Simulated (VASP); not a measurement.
Runs of VASP 6.6.1 on NbP. The structure is that of space group F-43m (No. 216), or close to it. The cells are those of the table. 

| cell | smearing | gap on the mesh (eV) | pressure (GPa) |
| --- | --- | --- | --- |
| a = 3.959 Å, angles 60.0°, 2 atoms | gaussian 0.05 eV | none | -4.4 |
| a = 3.918 Å, angles 60.0°, 2 atoms | gaussian 0.05 eV | none | -1.0 |
| a = 3.908 Å, angles 60.0°, 2 atoms | fermi-dirac 0.1 eV | none | 0.2 |
| a = 3.908 Å, angles 60.0°, 2 atoms | gaussian 0.05 eV | none | (b) |
| a = 3.676 Å, angles 60.0°, 2 atoms | gaussian 0.05 eV | none | (a) |
| a = 3.934 Å, angles 60.0°, 2 atoms | gaussian 0.05 eV | none | -2.3 |
| a = 3.855 Å, angles 60.0°, 2 atoms | gaussian 0.05 eV | none | 5.1 |

Alike in all rows: task single point; level PBEsol; potentials or basis VASP PAW PBE potentials, release 64 (Nb_sv, P); no spin polarisation; k mesh 10 × 10 × 10; cutoff (eV) 520.

**Question.** Fill in the values left out.

**Answer.** (a) 31.0; (b) -0.1.

Caveats: the PAW data sets were made with another functional, which shifts forces and pressure a little.

A k mesh can miss the band edges, and the runs leave out spin-orbit coupling on Nb.

A gap of «none» marks levels without a gap at the run's occupations.
